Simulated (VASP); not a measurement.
# OF2 (Fm-3m) in VASP: single point with r2SCAN+rVV10

Aim: the single point of OF2 with r2SCAN+rVV10.

All numbers are computed with VASP 6.6.1; they aren't measurements. Logs are shortened: lines on timing, memory, paths and dates and some standing lists are left out, and cuts for length are marked.

## Step 1: The cell of the first run

The structure is cubic, space group Fm-3m (No. 225). Conventional cell: a = 4.867 Å, b = 4.867 Å, c = 4.867 Å, α = 90.00°, β = 90.00°, γ = 90.00°. Within 2.8 Å of O (site symmetry m-3m) lie 8 F at 2.11 Å. F (site symmetry -43m) has 4 O at 2.11 Å and 6 F at 2.43 Å within 2.8 Å.

## Step 2: Single point, r2SCAN+rVV10

Contents of POSCAR:

```
OF2
1.0
    0.0000000000      2.4337412065      2.4337412065
    2.4337412065      0.0000000000      2.4337412065
    2.4337412065      2.4337412065      0.0000000000
O F
1 2
Direct
    0.0000000000      0.0000000000      0.0000000000
    0.7500000000      0.7500000000      0.7500000000
    0.2500000000      0.2500000000      0.2500000000
```

Contents of INCAR.step1:

```
SYSTEM = OF2
PREC     = Accurate       ! precision mode
ENCUT    = 1490           ! plane-wave cutoff, eV
ISMEAR   = -1             ! smearing method
SIGMA    = 0.03           ! smearing width, eV
LREAL    = .FALSE.        ! projectors in reciprocal space
LASPH    = .TRUE.         ! aspherical terms in the spheres
NELM     = 120            ! most SCF steps
NBANDS   = 17             ! bands
GGA      = PE             ! functional
ALGO     = Normal         ! electronic algorithm
EDIFF    = 1E-5           ! SCF threshold, eV
LWAVE    = .TRUE.         ! write WAVECAR
LCHARG   = .FALSE.        ! write CHGCAR
GGA_COMPAT= .FALSE.
```

Contents of INCAR.step2:

```
SYSTEM = OF2
PREC     = Accurate       ! precision mode
ENCUT    = 1490           ! plane-wave cutoff, eV
EDIFF    = 1E-6           ! SCF threshold, eV
ISMEAR   = -1             ! smearing method
SIGMA    = 0.03           ! smearing width, eV
LREAL    = .FALSE.        ! projectors in reciprocal space
LASPH    = .TRUE.         ! aspherical terms in the spheres
NELM     = 120            ! most SCF steps
ALGO     = Normal         ! electronic algorithm
ISIF     = 2              ! what is computed and relaxed
LWAVE    = .FALSE.        ! write WAVECAR
LCHARG   = .FALSE.        ! write CHGCAR
METAGGA  = R2SCAN         ! meta-GGA
LMIXTAU  = .TRUE.       
LUSE_VDW = .TRUE.       
IVDW_NL  = 2            
BPARAM   = 11.95        
CPARAM   = 0.0093       
NBANDS   = 17             ! bands
ISTART   = 1            
GGA_COMPAT= .FALSE.
```

Contents of KPOINTS:

```
Automatic mesh
0
G
  8 8 8
  0 0 0
```

Potentials or basis: VASP PAW PBE potentials, release 64 (O_h, F_h).

The run is started by

```console
> cat potpaw_PBE.64/O_h/POTCAR potpaw_PBE.64/F_h/POTCAR > POTCAR
> cp INCAR.step1 INCAR
> mpirun -np 1 vasp_std > vasp.out
> cp INCAR.step2 INCAR
> mpirun -np 1 vasp_std > vasp.out
```

OUTCAR:

```text
SYSTEM = OF2
   PREC = Accurate
   ENCUT = 1490
   EDIFF = 1E-6
   ISMEAR = -1
   LREAL = .FALSE.
   LASPH = .TRUE.
   NELM = 120
   ISIF = 2
   METAGGA = R2SCAN
   IVDW_NL = 2
   BPARAM = 11.95
   ISTART = 1

 ion  position               nearest neighbor table
   1  0.000  0.000  0.000-
   2  0.750  0.750  0.750-
   3  0.250  0.250  0.250-

  LATTYP: Found a face centered cubic cell.
 ALAT       =     4.8674824130

  Lattice vectors:

 A1 = (   0.0000000000,   2.4337412065,   2.4337412065)
 A2 = (   2.4337412065,   0.0000000000,   2.4337412065)
 A3 = (   2.4337412065,   2.4337412065,   0.0000000000)

Analysis of symmetry for initial positions (statically):
=====================================================================
 Subroutine PRICEL returns:
 Original cell was already a primitive cell.

 Routine SETGRP: Setting up the symmetry group for a
 face centered cubic supercell.

 Subroutine GETGRP returns: Found 48 space group operations
 (whereof 48 operations were pure point group operations)
 out of a pool of 48 trial point group operations.

The static configuration has the point symmetry O_h .

Analysis of symmetry for dynamics (positions and initial velocities):
=====================================================================
 Subroutine PRICEL returns:
 Original cell was already a primitive cell.

 Routine SETGRP: Setting up the symmetry group for a
 face centered cubic supercell.

 Subroutine GETGRP returns: Found 48 space group operations
 (whereof 48 operations were pure point group operations)
 out of a pool of 48 trial point group operations.

The dynamic configuration has the point symmetry O_h .

 Subroutine INISYM returns: Found 48 space group operations
 (whereof 48 operations are pure point group operations),
 and found     1 'primitive' translations

----------------------------------------------------------------------------------------

                                     Primitive cell

  volume of cell :      28.8306

  direct lattice vectors                    reciprocal lattice vectors
     0.000000000  2.433741207  2.433741207    -0.205445016  0.205445016  0.205445016
     2.433741207  0.000000000  2.433741207     0.205445016 -0.205445016  0.205445016
     2.433741207  2.433741207  0.000000000     0.205445016  0.205445016 -0.205445016

  length of vectors
     3.441829822  3.441829822  3.441829822     0.355841205  0.355841205  0.355841205

  position of ions in fractional coordinates (direct lattice)
     0.000000000  0.000000000  0.000000000
     0.750000000  0.750000000  0.750000000
     0.250000000  0.250000000  0.250000000

  ion indices of the primitive-cell ions
   primitive index   ion index
                 1           1
                 2           2
                 3           3

----------------------------------------------------------------------------------------

 KPOINTS: Automatic mesh

Automatic generation of k-mesh.
 Grid dimensions read from file:
 generate k-points for:    8    8    8

 Generating k-lattice:

  Cartesian coordinates                     Fractional coordinates (reciprocal lattice)
    -0.025680627  0.025680627  0.025680627     0.125000000  0.000000000  0.000000000
     0.025680627 -0.025680627  0.025680627     0.000000000  0.125000000  0.000000000
     0.025680627  0.025680627 -0.025680627     0.000000000  0.000000000  0.125000000

  Length of vectors
     0.044480151  0.044480151  0.044480151

  Shift w.r.t. Gamma in fractional coordinates (k-lattice)
     0.000000000  0.000000000  0.000000000

 Subroutine IBZKPT returns following result:
 ===========================================

 Found     29 irreducible k-points:

 Following reciprocal coordinates:
            Coordinates               Weight
  0.000000  0.000000  0.000000      1.000000
  0.125000  0.000000  0.000000      8.000000
  0.250000  0.000000  0.000000      8.000000
  0.375000  0.000000  0.000000      8.000000
  0.500000  0.000000  0.000000      4.000000
  0.125000  0.125000  0.000000      6.000000
[... 16 lines left out ...]
  0.500000  0.250000  0.125000     48.000000
 -0.375000  0.250000  0.125000     24.000000
 [... further k-points ...]
   k-points           NKPTS =     29   k-points in BZ     NKDIM =     29   number of bands    NBANDS=     17
   number of dos      NEDOS =    301   number of ions     NIONS =      3
   total plane-waves  NPLWV = 110592
   dimension x,y,z NGX =    48 NGY =   48 NGZ =   48
   dimension x,y,z NGXF=    96 NGYF=   96 NGZF=   96
   ions per type =               1   2
   NGX,Y,Z   is equivalent  to a cutoff of  23.18, 23.18, 23.18 a.u.
   NGXF,Y,Z  is equivalent  to a cutoff of  46.37, 46.37, 46.37 a.u.
 SYSTEM =  OF2
   PREC   = accura    normal or accurate (medium, high low for compatibility)
   ISTART =      1    job   : 0-new  1-cont  2-samecut
   ICHARG =      0    charge: 1-file 2-atom 10-const
   ISPIN  =      1    spin polarized calculation?
   LNONCOLLINEAR =      F non collinear calculations
   LSORBIT =      F    spin-orbit coupling
   LASPH  =      T    aspherical Exc in radial PAW
   ENCUT  = 1490.0 eV 109.51 Ry   10.46 a.u.  10.83 10.83 10.83*2*pi/ulx,y,z
   NELM   =    120;   NELMIN=  2; NELMDL=  0     # of ELM steps
   EDIFF  = 0.1E-05   stopping-criterion for ELM
   LREAL  =      F    real-space projection
   EDIFFG = 0.1E-04   stopping-criterion for IOM
   NSW    =      0    number of steps for IOM
   IBRION =     -1    ionic relax: 0-MD 1-quasi-New 2-CG
   NFREE  =      0    steps in history (QN), initial steepest desc. (CG)
   ISIF   =      2    stress and relaxation
   ISYM   =      2    0-nonsym 1-usesym 2-fastsym
   POTIM  = 0.5000    time-step for ionic-motion
   TEBEG  =    0.0;   TEEND  =   0.0 temperature during run
   PSTRESS=    0.0 pullay stress
   NELECT =      20.0000    total number of electrons
   NUPDOWN=      -1.0000    fix difference up-down
   EMIN   =  10.00;   EMAX   =-10.00  energy-range for DOS
   EFERMI =   0.00;   METHOD = LEGACY
   ISMEAR =    -1;   SIGMA  =   0.03  broadening in eV -4-tet -1-fermi 0-gaus
   EFERMI_NEDOS =   21; number of points for ismear=-14 and -15
   IALGO  =     38    algorithm
   IMIX   =      4    mixing-type and parameters
     AMIX     =   0.40;   BMIX     =  1.00
     AMIX_MAG =   1.60;   BMIX_MAG =  1.00
  volume/ion in A,a.u.               =       9.61        64.85
  Fermi-wavevector in a.u.,A,eV,Ry     =   1.449218  2.738625 28.575409  2.100233
  Thomas-Fermi vector in A             =   2.566970
   LORBIT       =      0    0 simple, 1 ext, 2 COOP (PROOUT), +10 PAW based schemes
   METAGGA = R2SCAN    functional components
   LHFCALC =     F    Hartree Fock is set to
   AEXX    =    0.0000 exact exchange contribution
   IVDW_NL    =     2    kernel type
   BPARAM     =11.9500
   IVDW    =     0    specifies the selected vdW correction
   LEPSILON=     F    determine dielectric tensor
   LRPA    =     F    only Hartree local field effects (RPA)
 non-spin polarized calculation
  energy-cutoff  :     1490.00
  volume of cell :       28.83
 maximum number of plane-waves:      3812
 NGX is ok and might be reduce to    48
   NGX = 21   NGY = 21   NGZ = 21

 number of electron      19.9999999 magnetization

 Free energy of the ion-electron system (eV)
  ---------------------------------------------------
  ext. energy  EPLUGINS =         0.00000000
  ---------------------------------------------------
  free energy    TOTEN  =        -6.97972447 eV

  energy without entropy =       -6.96486551  energy(sigma->0) =       -6.97229499

 E-fermi :  -0.6470     XC(G=0): -11.2206

 val. band max:       -0.6531130963   @ k =   0.2500   0.0000   0.0000
 cond. band min:      -0.6305759165   @ k =  -0.3750   0.2500   0.0000
 fundamental gap:      0.0225371798
 Fermi energy:        -0.6469638468

 k-point     1 :       0.0000    0.0000    0.0000
  band No.  band energies     occupation
      1     -24.8684      2.00000
      2     -22.4575      2.00000
      3     -17.8526      2.00000
      4      -4.0165      2.00000
      5      -4.0165      2.00000
      6      -4.0165      2.00000
[... 9 lines left out ...]
     16      22.6092      0.00000
     17      22.6092      0.00000

 k-point     2 :       0.1250    0.0000    0.0000
  band No.  band energies     occupation
      1     -24.7546      2.00000
      2     -22.5192      2.00000
      3     -17.9747      2.00000
      4      -4.7028      2.00000
      5      -4.4138      2.00000
      6      -4.4138      2.00000
[... 9 lines left out ...]
     16      22.1207      0.00000
     17      23.7563      0.00000

 k-point     3 :       0.2500    0.0000    0.0000
  band No.  band energies     occupation
      1     -24.4350      2.00000
      2     -22.7044      2.00000
      3     -18.2812      2.00000
      4      -5.0728      2.00000
      5      -4.7693      2.00000
      6      -4.7693      2.00000
[... 9 lines left out ...]
     16      21.1438      0.00000
     17      25.4103      0.00000

 k-point     4 :       0.3750    0.0000    0.0000
  band No.  band energies     occupation
      1     -23.9774      2.00000
      2     -23.0138      2.00000
      3     -18.6046      2.00000
      4      -5.1626      2.00000
      5      -4.9997      2.00000
      6      -4.9997      2.00000
[... 9 lines left out ...]
     16      20.9087      0.00000
     17      26.7796      0.00000
[... 343 lines left out ...]
      1     -24.1895      2.00000
      2     -22.8066      2.00000
      3     -18.5479      2.00000
      4      -5.6590      2.00000
      5      -5.3738      2.00000
      6      -4.4270      2.00000
[... 9 lines left out ...]
     16      22.7432      0.00000
     17      24.6535      0.00000

 k-point    23 :       0.5000    0.2500    0.1250
  band No.  band energies     occupation
      1     -23.7955      2.00000
      2     -23.0413      2.00000
      3     -18.8482      2.00000
      4      -5.9504      2.00000
      5      -5.2860      2.00000
      6      -4.7666      2.00000
[... 9 lines left out ...]
     16      21.7916      0.00000
     17      25.6307      0.00000

 k-point    24 :      -0.3750    0.2500    0.1250
  band No.  band energies     occupation
      1     -23.4392      2.00000
      2     -23.3251      2.00000
      3     -18.9800      2.00000
      4      -6.0515      2.00000
      5      -5.1050      2.00000
      6      -5.0133      2.00000
[... 9 lines left out ...]
     16      21.5158      0.00000
     17      26.0064      0.00000

 [... further k-points ...]
[... 5 lines left out ...]
  --------------------------------------------------------------------------------------
  -------------------------------------------------------------------------------------
  Total       -0.1116720     -0.1116720     -0.1116720     -0.0000000     -0.0000000      0.0000000
  in kB       -6.2058539     -6.2058539     -6.2058539     -0.0000000     -0.0000000      0.0000000
  external PRESSURE =      -6.2058539 kB  Pullay stress =       0.0000000 kB

 VOLUME and BASIS-vectors are now :
 -----------------------------------------------------------------------------
  energy-cutoff  :     1490.00
  volume of cell :       28.83
      direct lattice vectors                 reciprocal lattice vectors
     0.000000000  2.433741207  2.433741207    -0.205445016  0.205445016  0.205445016
     2.433741207  0.000000000  2.433741207     0.205445016 -0.205445016  0.205445016
     2.433741207  2.433741207  0.000000000     0.205445016  0.205445016 -0.205445016

 POSITION                                       TOTAL-FORCE (eV/Angst)
 -----------------------------------------------------------------------------------
      0.00000      0.00000      0.00000         0.000000     -0.000000      0.000000
      3.65061      3.65061      3.65061         0.000000      0.000000      0.000000
      1.21687      1.21687      1.21687        -0.000000     -0.000000     -0.000000
 -----------------------------------------------------------------------------------
    total drift:                               -0.000000     -0.000000      0.000000

  FREE ENERGIE OF THE ION-ELECTRON SYSTEM (eV)
  ---------------------------------------------------
  free  energy   TOTEN  =        -6.9797244683 eV

  energy  without entropy=       -6.9648655129  energy(sigma->0) =       -6.97229499
```

Run time: 8.9 min. Hardware: 1 thread of AMD EPYC 7R43 (Zen 3), shared host; peak memory 0.72 GiB.

Results:

- Free energy: -6.9797 eV
- Pressure: -0.6 GPa
- Band gap on the k mesh: zero (bands 10 and 11 overlap by 0.30 eV)

Caveat: the PAW data sets were made with another functional, which shifts forces and pressure a little.

The gap in the log of VASP goes by the Fermi energy; the results here count the filled bands.